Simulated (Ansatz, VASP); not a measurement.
**Two plane-wave programs on EuI3**

The input INCAR:

```
PREC = Accurate ; ENCUT = 520
EDIFF = 1E-6 ; ISMEAR = -1
SIGMA = 0.05 ; LREAL = F
LASPH = T ; NELM = 150
ALGO = Normal ; ISIF = 2
LWAVE = F ; LCHARG = F
ISPIN = 2 ; MAGMOM = 7 0 0 0
LORBIT = 11 ; LMAXMIX = 6
GGA = PE ; NBANDS = 31
```

File KPOINTS:

```
Automatic mesh
0
Gamma
  6 6 6
```

POSCAR

```
EuI3
1.0
    0.0000000000      3.7225352324      3.7225352324
    3.7225352324      0.0000000000      3.7225352324
    3.7225352324      3.7225352324      0.0000000000
Eu I
1 3
Direct
    0.0000000000      0.0000000000      0.0000000000
    0.5000000000      0.5000000000      0.5000000000
    0.2500000000      0.2500000000      0.2500000000
    0.7500000000      0.7500000000      0.7500000000
```

Contents of input.yaml:

```yaml
crystal:
  lattice:
    - [0.0, 3.7225352324, 3.7225352324]
    - [3.7225352324, 0.0, 3.7225352324]
    - [3.7225352324, 3.7225352324, 0.0]
  atoms:
    - { symbol: Eu, position: [0.0, 0.0, 0.0], spin: 7.0 }
    - { symbol: I, position: [0.5, 0.5, 0.5] }
    - { symbol: I, position: [0.25, 0.25, 0.25] }
    - { symbol: I, position: [0.75, 0.75, 0.75] }
hamiltonian:
  xc: pbe
  pseudopotentials: { kind: paw }
magnetization:
  spin_polarized: true
kpoints:
  mp_grid: { grid: [6, 6, 6] }
scf:
  occupations: { method: fermi_dirac, width: 0.05 }
output:
  forces: true
  stress: true
  eigenvalues: true
```

Alike in both runs: task single point; functional PBE; k mesh 6 × 6 × 6; occupations fermi-dirac, width 0.05 eV; collinear spin.

|  | VASP | Ansatz |
| --- | --- | --- |
| version | VASP 6.6.1 | Ansatz 0.2.0 |
| potentials or method | VASP PAW PBE potentials, release 64 (Eu, I) | Ansatz PAW |
| plane-wave cutoff (eV) | 520 | 420 |
| valence electrons in the cell | 38 | 68 |

VASP gave:

```
gap on the k mesh at the Fermi level (eV)                     : none
pressure (GPa)                                                : 18.7
net moment per atom (μB)                                      : 1.54
size of the moment on the site where the two differ most (μB) : 6.42
```

Question: What did Ansatz give for the same quantities?

Answer: gap on the k mesh at the Fermi level (eV): none; pressure (GPa): 18.8; net moment per atom (μB): 1.54; size of the moment on the site where the two differ most (μB): 6.61.

Site moments also hang on the region over which each program counts them. A gap of «none» marks a metal or a gap that the smearing closes. With one functional, cell and mesh, what is left measures potentials, basis and numerics. VASP's potentials hold 38 valence electrons a cell and Ansatz's 68, so a difference there can come from the potentials and not from the codes.

Neither program's run includes spin-orbit coupling.
